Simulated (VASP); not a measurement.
Runs of VASP 6.6.1 on Nb. The structure is that of space group P6_3/mmc (No. 194), or close to it. The cells are those of the table. 

```tsv
task	cell	cutoff (eV)	k mesh for the DOS	occupations for the DOS	gap on the mesh (eV)	pressure (GPa)
relaxation of shape and atoms at fixed volume	relaxed from a = 2.618, b = 2.618, c = 4.781 Å, angles 90.0, 90.0, 120.0°, 2 atoms	600	-	-	none	72.5
single point	a = 2.454, b = 2.454, c = 4.296 Å, angles 90.0, 90.0, 120.0°, 2 atoms	520	-	-	none	(a)
single point	a = 2.544, b = 2.544, c = 4.528 Å, angles 90.0, 90.0, 120.0°, 2 atoms	520	-	-	none	123.9
single point	a = 2.632, b = 2.632, c = 4.729 Å, angles 90.0, 90.0, 120.0°, 2 atoms	520	-	-	none	72.4
single point	a = 2.717, b = 2.717, c = 4.905 Å, angles 90.0, 90.0, 120.0°, 2 atoms	520	-	-	none	38.3
single point	a = 2.278, b = 2.278, c = 3.739 Å, angles 90.0, 90.0, 120.0°, 2 atoms	520	-	-	none	538.1
relaxation of shape and atoms at fixed volume	relaxed from a = 2.522, b = 2.522, c = 4.607 Å, angles 90.0, 90.0, 120.0°, 2 atoms	600	-	-	none	123.9
relaxation of shape and atoms at fixed volume	relaxed from a = 2.706, b = 2.706, c = 4.944 Å, angles 90.0, 90.0, 120.0°, 2 atoms	600	-	-	none	38.4
```

Alike in all rows: level PBE; potentials or basis VASP PAW PBE potentials, release 64 (Nb_sv); no spin polarisation; k mesh 16 × 16 × 9; smearing fermi-dirac 0.05 eV.

Fill in the values left out.

(a) 205.5.

A k mesh can miss the band edges, and the runs leave out spin-orbit coupling on Nb.

A gap of «none» marks levels without a gap at the run's occupations.
